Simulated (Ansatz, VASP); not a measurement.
# ZnS in VASP and in Ansatz

```
Zn S
1.0
     3.82270    0.00000    0.00000
    -1.91135    3.31056    0.00000
     0.00000    0.00000   12.52000
Zn S
4 4
Direct
  0.66667 0.33333 0.75000
  0.33333 0.66667 0.25000
  0.00000 0.00000 0.50000
  0.00000 0.00000 0.00000
  0.66667 0.33333 0.93750
  0.33333 0.66667 0.43750
  0.00000 0.00000 0.68750
  0.00000 0.00000 0.18750
```

Alike in both runs: functional PBEsol; k mesh 8 × 8 × 3; occupations fermi-dirac, width 0.05 eV; no spin polarisation.

|  | VASP | Ansatz |
| --- | --- | --- |
| version | VASP 6.6.1 | Ansatz 0.2.0 |
| potentials or method | VASP PAW PBE potentials, release 64 (Zn, S), cutoff 520 eV | all-electron LAPW, scalar-relativistic |
| task | single point | band structure |

Ansatz gave:

- gap on the k mesh at the Fermi level (eV): 1.99
- least direct gap on the mesh (eV): 1.99
- pressure (GPa): -2.2
- traceless stress, the component that is largest in VASP (GPa): -0.10
- rms of the force components (eV/Å): 0.014

Problem. Estimate VASP's values.

Solution. gap on the k mesh at the Fermi level (eV): 2.00; least direct gap on the mesh (eV): 2.00; pressure (GPa): -2.0; traceless stress, the component that is largest in VASP (GPa): -0.09; rms of the force components (eV/Å): 0.014.

VASP's potentials were made for PBE, not for PBEsol. Atom by atom the forces differ by 0.000 eV/Å (rms over components). Ansatz ran all-electron here, and VASP with PAW potentials.
